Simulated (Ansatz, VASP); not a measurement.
# W in VASP and in Ansatz

```
W
1.0
     2.59548    0.00000    0.00000
     0.00000    2.59548    0.00000
     0.00000    0.00000    2.59548
W
1
Cartesian
  0.0000 0.0000 0.0000
```

Alike in both runs: task single point; functional LDA; k mesh 15 × 15 × 15; occupations fermi-dirac, width 0.08 eV; collinear spin.

|  | VASP | Ansatz |
| --- | --- | --- |
| version | VASP 6.6.1 | Ansatz 0.2.0 |
| potentials or method | VASP PAW LDA potentials, release 64 (W_sv) | PAW with Ansatz's default frozen-core files, scalar-relativistic |
| plane-wave cutoff (eV) | 520 | 420 |
| valence electrons in the cell | 14 | 14 |

Ansatz gave:

```
gap on the k mesh at the Fermi level (eV) : none
pressure (GPa)                            : 0.0
net moment per atom (μB)                  : 0.00
```

Task: What did VASP give for the same quantities?

Result: gap on the k mesh at the Fermi level (eV): none; pressure (GPa): 1.6; net moment per atom (μB): 0.00.

LDA's correlation is that of Perdew and Zunger in VASP and of Perdew and Wang (1992) in Ansatz. A gap of «none» marks a metal or a gap that the smearing closes. Ansatz's warnings: seeded moment not kept.

Neither program's run includes spin-orbit coupling.
